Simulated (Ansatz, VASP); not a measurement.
## Ti3O: VASP beside Ansatz

Contents of POSCAR:

```
Ti3O
1.0
    2.9357969426      0.0000000000      0.0000000000
   -1.4678984713      2.5424747326      0.0000000000
    0.0000000000      0.0000000000     23.6361929063
Ti O
3 1
Direct
    0.3333333333      0.6666666666      0.3596179822
    0.6666666667      0.3333333334      0.4531964183
    0.3333333333      0.6666666666      0.5467425953
    0.3333333333      1.1666666667      0.6208934037
```

INCAR.step1

```
PREC = Accurate ; ENCUT = 520
ISMEAR = 0 ; SIGMA = 0.1
LREAL = False ; LASPH = True
NELM = 80 ; LDIPOL = True
IDIPOL = 3 ; DIPOL = 0.5 0.5 0.495
NBANDS = 29 ; GGA = PE
ALGO = Normal ; EDIFF = 1E-4
LWAVE = True ; LCHARG = False
```

The input INCAR.step2:

```
PREC = Accurate ; ENCUT = 520
EDIFF = 1E-6 ; ISMEAR = 0
SIGMA = 0.1 ; LREAL = False
LASPH = True ; NELM = 80
ALGO = Normal ; ISIF = 2
LWAVE = False ; LCHARG = True
LDIPOL = True ; IDIPOL = 3
DIPOL = 0.5 0.5 0.495 ; METAGGA = R2SCAN
LMIXTAU = True ; LELF = True
LVHAR = True ; LVACPOTAV = True
NBANDS = 29 ; ISTART = 1
```

File KPOINTS:

```
regular mesh
0
Gamma
  12 12 1
```

Input for Ansatz:

```yaml
crystal:
  lattice:
    - [2.9357969426, 0.0, 0.0]
    - [-1.4678984713, 2.5424747326, 0.0]
    - [0.0, 0.0, 23.6361929063]
  atoms:
    - { symbol: Ti, position: [0.3333333333, 0.6666666666, 0.3596179822] }
    - { symbol: Ti, position: [0.6666666667, 0.3333333334, 0.4531964183] }
    - { symbol: Ti, position: [0.3333333333, 0.6666666666, 0.5467425953] }
    - { symbol: O, position: [0.3333333333, 1.1666666667, 0.6208934037] }
basis:
  ecutwfc: 500
kpoints:
  mp_grid: { grid: [12, 12, 1] }
hamiltonian:
  xc: r2scan
scf:
  occupations: { method: gaussian, width: 0.1 }
output:
  forces: true
  stress: true
  eigenvalues: true
  write_density: true
  write_potential: true
  elf: true
  volumetric_format: npy
efield:
  axis: 3
  dipole_correction: true
  ramp_width: 0.04
```

Alike in both runs: task single point; functional r2SCAN; k mesh 12 × 12 × 1; occupations gaussian, width 0.1 eV; no spin polarisation.

|  | VASP | Ansatz |
| --- | --- | --- |
| version | VASP 6.6.1 | Ansatz 0.2.0 |
| potentials or method | VASP PAW PBE potentials, release 64 (Ti_sv, O), cutoff 520 eV | scalar-relativistic, plane waves, PAW |
| valence electrons in the cell | 42 | 42 |

```csv
,VASP,Ansatz,Ansatz less VASP
gap on the k mesh at the Fermi level (eV),none,none,-
rms of the force components (eV/Å),2.670,2.681,+0.0107
"work function, face that differs most (eV)",4.62,4.66,+0.041
```

VASP's potentials were made for PBE, not for r2SCAN. Atom by atom the forces differ by 0.015 eV/Å (rms over components). A gap of «none» marks a metal or a gap that the smearing closes. Ansatz's warnings: xc potential rough in thin density.
